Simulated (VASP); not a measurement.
A run of VASP 6.6.1:

POSCAR

```
CuF
1.0
    2.4710065500      0.0000000000      0.0000000000
    0.0000000000      2.4710065500      0.0000000000
    0.0000000000      0.0000000000      3.4165013900
Cu F
1 1
Direct
    0.0000000000      0.0000000000      0.0000000000
    0.5000000000      0.5000000000      0.5000000000
```

File INCAR.step1:

```
PREC = Accurate
ENCUT = 520
EDIFF = 1E-5
ISMEAR = -1
SIGMA = 0.05
LREAL = False
LASPH = True
NELM = 80
ALGO = Normal
ISIF = 2
LWAVE = True
LCHARG = False
GGA = PE
NBANDS = 16
```

File INCAR.step2:

```
PREC = Accurate
ENCUT = 520
EDIFF = 1E-7
ISMEAR = -1
SIGMA = 0.05
LREAL = False
LASPH = True
NELM = 80
ALGO = Normal
ISIF = 2
LWAVE = False
LCHARG = False
GGA = PE
LHFCALC = True
AEXX = 0.2
HFSCREEN = 0.2
PRECFOCK = Normal
ISTART = 1
NBANDS = 16
```

File KPOINTS:

```
regular mesh
0
Gamma
  6 6 4
```

Potentials or basis: VASP PAW PBE potentials, release 64 (Cu, F).

Command:

```console
$ cat potpaw_PBE.64/Cu/POTCAR potpaw_PBE.64/F/POTCAR > POTCAR
$ cp INCAR.step1 INCAR
$ mpirun -np 1 vasp_std > vasp.out
$ cp INCAR.step2 INCAR
$ mpirun -np 1 vasp_std > vasp.out
```

Hardware: 1 thread of AMD EPYC 7R43 64-Core Processor (Zen 3) (shared host).

Task: How long does it take, and how much memory?

Result: Wall time 36 min on 1 thread of AMD EPYC 7R43 64-Core Processor (Zen 3), on a shared host, peak memory 0.2 GiB. Counts: k points 30.
